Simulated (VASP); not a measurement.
Here is a VASP 6.6.1 calculation.

The input INCAR:

```
SYSTEM = Be
ALGO = Normal ; EDIFF = 1E-6
ENCUT = 520 ; GGA = PS
ISIF = 2 ; ISMEAR = 0
LASPH = .True. ; LCHARG = .False.
LREAL = .False. ; LWAVE = .False.
NBANDS = 7 ; NELM = 60
PREC = Accurate ; SIGMA = 0.1
```

The input KPOINTS:

```
k-points
0
Gamma
  30 30 30
  0 0 0
```

The input POSCAR:

```
Be
1.0
    0.0000000000      1.5732870198      1.5732870198
    1.5732870198      0.0000000000      1.5732870198
    1.5732870198      1.5732870198      0.0000000000
Be
1
Direct
    0.5000000000      0.5000000000      0.5000000000
```

Potentials or basis: VASP PAW PBE potentials, release 64 (Be).

Launch:

```console
$ cat potpaw_PBE.64/Be/POTCAR > POTCAR
$ mpirun -np 1 vasp_std > vasp.out
```

Estimate the band gap on the k mesh.

zero (bands 1 and 2 overlap by 0.71 eV).

Predict the pressure.

0.4 GPa.

Caveat: the PAW data sets were made with another functional, which shifts forces and pressure a little.
